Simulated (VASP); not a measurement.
Write the native input for VASP 6.6.1 that does the following.

```
Task                   : single point
Functional             : r2SCAN
Potentials or basis    : VASP PAW PBE potentials, release 64 (Ga_d, N)
Cutoff                 : 520 eV
k mesh                 : 12 × 12 × 6
Occupations            : gaussian, width 0.05 eV
Spin                   : no spin polarisation
Dipole correction      : no
Further INCAR settings : ALGO = Normal; EDIFF = 1e-07; NBANDS = 26
```

The system is GaN.

```
Ga N
1.0
     3.18000    0.00000    0.00000
    -1.59000    2.75396    0.00000
     0.00000    0.00000    5.16600
Ga N
2 2
Cartesian
  -0.0151 1.8360 0.0000
  1.5749 0.9180 2.5830
  0.0750 1.8360 1.9373
  1.6650 0.9180 4.5203
```

This cell differs from its parent crystal: mode 7 (550.3 1/cm) frozen in, largest displacement +0.075 Å.

One way to write it, as run:

POSCAR

```
GaN
1.0
    3.1799996605      0.0000000000      0.0000000000
   -1.5899998303      2.7539604900      0.0000000000
    0.0000000000      0.0000000000      5.1660000000
Ga N
2 2
Direct
    0.3285952439      0.6666666667      0.0000000000
    0.6619285772      0.3333333333      0.5000000000
    0.3569182415      0.6666666667      0.3750000000
    0.6902515748      0.3333333333      0.8750000000
```

INCAR.step1

```
PREC = Accurate
ENCUT = 520
ISMEAR = 0
SIGMA = 0.05
LREAL = False
LASPH = True
NELM = 80
NBANDS = 26
GGA = PE
ALGO = Normal
EDIFF = 1E-4
LWAVE = True
LCHARG = False
```

INCAR.step2

```
PREC = Accurate
ENCUT = 520
EDIFF = 1E-7
ISMEAR = 0
SIGMA = 0.05
LREAL = False
LASPH = True
NELM = 80
ALGO = Normal
ISIF = 2
LWAVE = False
LCHARG = True
METAGGA = R2SCAN
LMIXTAU = True
LELF = True
LVHAR = True
NBANDS = 26
ISTART = 1
```

KPOINTS

```
Automatic mesh
0
Gamma
  12 12 6
```

Potentials or basis: VASP PAW PBE potentials, release 64 (Ga_d, N).

Launch:

```console
$ cat potpaw_PBE.64/Ga_d/POTCAR potpaw_PBE.64/N/POTCAR > POTCAR
$ cp INCAR.step1 INCAR
$ mpirun -np 1 vasp_std > vasp.out
$ cp INCAR.step2 INCAR
$ mpirun -np 1 vasp_std > vasp.out
```

It gave:

```
Pressure               : 3.1 GPa
Largest force          : 1.221 eV/Å
Band gap on the k mesh : 2.29 eV, direct
```

Caveat: the cell differs from its parent crystal (mode 7 (550.3 1/cm) frozen in, largest displacement +0.075 Å); the PAW data sets were made with another functional, which shifts forces and pressure a little.

It took 9.4 min on 1 thread of Intel Xeon 6975P-C, with other jobs on the host, peak memory 0.35 GiB.
